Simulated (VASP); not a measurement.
Here is a VASP 6.6.1 calculation.

The input INCAR:

```
  PREC = Accurate
  ENCUT = 520
  EDIFF = 1E-7
  ISMEAR = 0
  SIGMA = 0.05
  LREAL = F
  LASPH = T
  NELM = 60
  ALGO = Normal
  ISIF = 2
  LWAVE = F
  LCHARG = F
  GGA = CA
  NBANDS = 16
```

Contents of KPOINTS:

```
Automatic mesh
0
Gamma
  12 12 4
```

The input POSCAR:

```
BN
1.0
    2.5060276181      0.0000000000      0.0000000000
   -1.2530138090      2.1702835798      0.0000000000
    0.0000000000      0.0000000000      6.8647614542
B N
2 2
Direct
    0.3333333333      0.6666666667      0.2500000000
    0.6666666667      0.3333333333      0.7500000000
    0.3333333333      0.6666666667      0.7500000000
    0.6666666667      0.3333333333      0.2500000000
```

Potentials or basis: VASP PAW LDA potentials, release 64 (B, N).

Command:

```sh
$ cat potpaw_LDA.64/B/POTCAR potpaw_LDA.64/N/POTCAR > POTCAR
$ mpirun -np 1 vasp_std > vasp.out
```

Task: What does it give for the band gap on the k mesh?

Result: 4.12 eV (least direct gap 4.50 eV).

Task: Estimate the pressure.

Result: -4.8 GPa.

Stress tensor (GPa, compression positive):
```
-6.55  0.00  0.00
 0.00 -6.55  0.00
 0.00  0.00 -1.25
```

Caveat: the cell stands under tension. A hybrid or GW would open this gap; LDA tends to underestimate it.
